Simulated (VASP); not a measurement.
Sn:

```
Sn
1.0
     0.00000    3.20068    3.20068
     3.20068    0.00000    3.20068
     3.20068    3.20068    0.00000
Sn
2
Cartesian
  0.0000 0.0000 0.0000
  1.6003 1.6003 1.6003
```

| Property | Result |
| --- | --- |
| Program | VASP 6.6.1 |
| Task | relaxation of cell and atoms |
| Functional | PBEsol |
| Potentials or basis | VASP PAW PBE potentials, release 64 (Sn_d) |
| Cutoff | 600 eV |
| k mesh | 9 × 9 × 9 |
| Occupations | fermi-dirac, width 0.05 eV |
| Spin | no spin polarisation |

At the start: pressure 3.1 GPa; volume 32.79 Å³/atom.

Q: Where does the relaxation end?

A: Over 3 steps the energy falls by 19.5 meV/atom and the volume is 34.94 Å³/atom (+6.6 %); space group Fd-3m (No. 227, to 0.05 Å).

Step by step:
| step | energy change (eV) | largest force (eV/Å) | pressure (GPa) | volume (Å³) |
| --- | --- | --- | --- | --- |
| 1 | 0.0000 | 0.0000 | 3.09 | 65.58 |
| 2 | -0.0328 | 0.0000 | -1.02 | 71.77 |
| 3 | -0.0390 | 0.0000 | 0.00 | 69.88 |

Final structure:
```
Sn
1.0
     0.00000    3.26917    3.26917
     3.26917    0.00000    3.26917
     3.26917    3.26917    0.00000
Sn
2
Cartesian
  0.0000 0.0000 0.0000
  1.6346 1.6346 1.6346
```

Caveat: the PAW data sets were made with another functional, which shifts forces and pressure a little.
